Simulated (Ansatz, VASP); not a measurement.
GaSb: VASP beside Ansatz

```
Sb Ga
1.0
     0.00000    3.01766    3.01766
     3.01766    0.00000    3.01766
     3.01766    3.01766    0.00000
Sb Ga
1 1
Cartesian
  4.5265 4.5265 4.5265
  0.0000 0.0000 0.0000
```

Alike in both runs: task single point; functional r2SCAN; k mesh 8 × 8 × 8; occupations fermi-dirac, width 0.05 eV; non-collinear spin, spin-orbit coupling.

|  | VASP | Ansatz |
| --- | --- | --- |
| version | VASP 6.6.1 | Ansatz 0.2.0 |
| potentials or method | VASP PAW PBE potentials, release 64 (Sb, Ga_d) | Ansatz PAW |
| plane-wave cutoff (eV) | 520 | 500 |
| valence electrons in the cell | 18 | 28 |

|  | VASP | Ansatz | Ansatz less VASP |
| --- | --- | --- | --- |
| pressure (GPa) | 3.0 | 2.8 | -0.12 |
| net moment per atom (μB) | 0.00 | 0.00 | 0.000 |

VASP's potentials were made for PBE, not for r2SCAN. With one functional, cell and mesh, what is left measures potentials, basis and numerics. VASP's potentials hold 18 valence electrons a cell and Ansatz's 28, so a difference there can come from the potentials and not from the codes.
